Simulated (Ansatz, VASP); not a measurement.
**ZnCu: VASP beside Ansatz**

File INCAR:

```
PREC     = Accurate       # precision mode
ENCUT    = 600            # plane-wave cutoff, eV
EDIFF    = 1E-6           # SCF threshold, eV
ISMEAR   = -1             # smearing method
SIGMA    = 0.05           # smearing width, eV
LREAL    = False          # projectors in reciprocal space
LASPH    = True           # aspherical terms in the spheres
NELM     = 120            # most SCF steps
ALGO     = Normal         # electronic algorithm
ISIF     = 2              # what is computed and relaxed
LWAVE    = False          # write WAVECAR
LCHARG   = True           # write CHGCAR
LELF     = True           # ELF
LVHAR    = True         
NBANDS   = 18             # bands
GGA_COMPAT= False
```

Contents of KPOINTS:

```
regular mesh
0
Gamma
  9 9 9
```

The input POSCAR:

```
ZnCu
1.0
    2.8848810902      0.0000000000      0.0000000000
    0.0000000000      2.8848810902      0.0000000000
    0.0000000000      0.0000000000      2.8848810902
Zn Cu
1 1
Direct
    0.5000000000      0.5000000000      0.5000000000
    0.0000000000      0.0000000000      0.0000000000
```

input.yaml

```yaml
crystal:
  lattice:
    - [2.8848810902, 0.0, 0.0]
    - [0.0, 2.8848810902, 0.0]
    - [0.0, 0.0, 2.8848810902]
  atoms:
    - { symbol: Zn, position: [0.5, 0.5, 0.5] }
    - { symbol: Cu, position: [0.0, 0.0, 0.0] }
hamiltonian:
  xc: lda
  pseudopotentials: { kind: paw }
kpoints:
  mp_grid: { grid: [9, 9, 9] }
scf:
  occupations: { method: fermi_dirac, width: 0.05 }
output:
  forces: true
  stress: true
  eigenvalues: true
  write_density: true
  write_potential: true
  elf: true
  volumetric_format: npy
```

Alike in both runs: task single point; functional LDA; k mesh 9 × 9 × 9; occupations fermi-dirac, width 0.05 eV; no spin polarisation.

|  | VASP | Ansatz |
| --- | --- | --- |
| version | VASP 6.6.1 | Ansatz 0.2.0 |
| potentials or method | VASP PAW LDA potentials, release 64 (Zn, Cu) | Ansatz PAW |
| plane-wave cutoff (eV) | 600 | 420 |
| valence electrons in the cell | 23 | 31 |

VASP gave:

| Item | Value |
| --- | --- |
| gap on the k mesh at the Fermi level (eV) | none |
| pressure (GPa) | -1.1 |

Which values does Ansatz return?

gap on the k mesh at the Fermi level (eV): none; pressure (GPa): -2.1.

LDA's correlation is that of Perdew and Zunger in VASP and of Perdew and Wang (1992) in Ansatz. A gap of «none» marks a metal or a gap that the smearing closes. VASP's potentials hold 23 valence electrons a cell and Ansatz's 31, so a difference there can come from the potentials and not from the codes.
